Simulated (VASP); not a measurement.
Set up this calculation in VASP 6.6.1, as the native input.

- Task: single point
- Functional: PBE
- Potentials or basis: VASP PAW PBE potentials, release 64 (Be)
- Cutoff: 520 eV
- k mesh: 10 × 10 × 18
- Occupations: gaussian, width 0.05 eV
- Spin: no spin polarisation
- Dipole correction: no
- Further INCAR settings: ALGO = Normal; EDIFF = 1e-06; NBANDS = 12

The structure of Be lies in POSCAR:

```
Be
1.0
    3.7468140000      0.0000000000      0.0000000000
    0.0000000000      3.7468140000      0.0000000000
    0.0000000000      0.0000000000      2.2812800000
Be
4
Direct
    0.2974080000      0.2974080000      0.0000000000
    0.7025920000      0.7025920000      0.0000000000
    0.2025920000      0.7974080000      0.5000000000
    0.7974080000      0.2025920000      0.5000000000
```

These files were run (other wordings do the same):

INCAR

```
SYSTEM = Be
PREC = Accurate ; ENCUT = 520
EDIFF = 1E-6 ; ISMEAR = 0
SIGMA = 0.05 ; LREAL = .False.
LASPH = .True. ; NELM = 80
ALGO = Normal ; ISIF = 2
LWAVE = .False. ; LCHARG = .False.
GGA = PE ; NBANDS = 12
```

KPOINTS

```
regular mesh
0
Gamma
  10 10 18
  0 0 0
```

Potentials or basis: VASP PAW PBE potentials, release 64 (Be).

Launch:

```bash
$ cat potpaw_PBE.64/Be/POTCAR > POTCAR
$ mpirun -np 1 vasp_std > vasp.out
```

Results of the run:

```json
{"Pressure": "0.1 GPa", "Largest force": "0.009 eV/Å", "Band gap on the k mesh": "zero (bands 4 and 5 overlap by 2.03 eV)"}
```

Wall time 56 s on 1 thread of Intel Xeon 8259CL (shared host), peak memory 0.18 GiB.
